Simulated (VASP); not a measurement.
Runs of VASP 6.6.1 on In. The structure is that of space group Im-3m (No. 229), or close to it. The cells are those of the table. 

```tsv
cell	gap on the mesh (eV)	pressure (GPa)
a = 3.303 Å, angles 109.5°, 1 atom	none	(a)
a = 3.400 Å, angles 109.5°, 1 atom	none	0.9
a = 3.492 Å, angles 109.5°, 1 atom	none	-0.9
a = 3.353 Å, angles 109.5°, 1 atom	none	2.1
```

Alike in all rows: task single point; level BLYP; potentials or basis VASP PAW PBE potentials, release 64 (In_d); no spin polarisation; k mesh 18 × 18 × 18; cutoff (eV) 520; smearing fermi-dirac 0.1 eV.

Task: Estimate the missing entries.

Result: (a) 3.8.

Caveats: the PAW data sets were made with another functional, which shifts forces and pressure a little; spin-orbit coupling is left out, which moves the levels of the heavy elements.

A k mesh can miss the band edges, and the runs leave out spin-orbit coupling on In.

A gap of «none» marks levels without a gap at the run's occupations.
